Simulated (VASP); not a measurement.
Set up this calculation in VASP 6.6.1, as the native input.

```
Task                   : electric field gradients
Functional             : PBE
Potentials or basis    : VASP PAW PBE potentials, release 64 (In_d, P)
Cutoff                 : 520 eV
k mesh                 : 11 × 11 × 11
Occupations            : fermi-dirac, width 0.03 eV
Spin                   : no spin polarisation
Dipole correction      : no
Further INCAR settings : ALGO = Normal; EDIFF = 1e-08; NBANDS = 16
```

The structure of InP lies in POSCAR:

```
InP
1.0
    0.0000000000      2.8164141889      2.8164141889
    2.8164141889      0.0000000000      2.8164141889
    2.8164141889      2.8164141889      0.0000000000
In P
1 1
Direct
    0.0000000000      0.0000000000      0.0000000000
    0.5000000000      0.5000000000      0.5000000000
```

One way to write it, as run:

INCAR

```
  PREC = Accurate
  ENCUT = 520
  EDIFF = 1E-8
  ISMEAR = -1
  SIGMA = 0.03
  LREAL = False
  LASPH = True
  NELM = 60
  ALGO = Normal
  ISIF = 2
  LWAVE = False
  LCHARG = False
  GGA = PE
  LEFG = True
  NBANDS = 16
```

KPOINTS

```
Automatic mesh
0
Gamma
  11 11 11
```

Potentials or basis: VASP PAW PBE potentials, release 64 (In_d, P).

Run with:

```console
$ cat potpaw_PBE.64/In_d/POTCAR potpaw_PBE.64/P/POTCAR > POTCAR
$ mpirun -np 1 vasp_std > vasp.out
```

Results of the run:

The pressure is -3.3 GPa. The band gap on the k mesh is zero (bands 9 and 10 overlap by 2.43 eV). The largest electric field gradient by atom is zero within the noise of the run.

Caveat: the cell stands under tension; spin-orbit coupling is left out, which moves the levels of the heavy elements.

Wall time 53 s on 1 thread of AMD EPYC 7R13, on a shared host, peak memory 0.16 GiB.
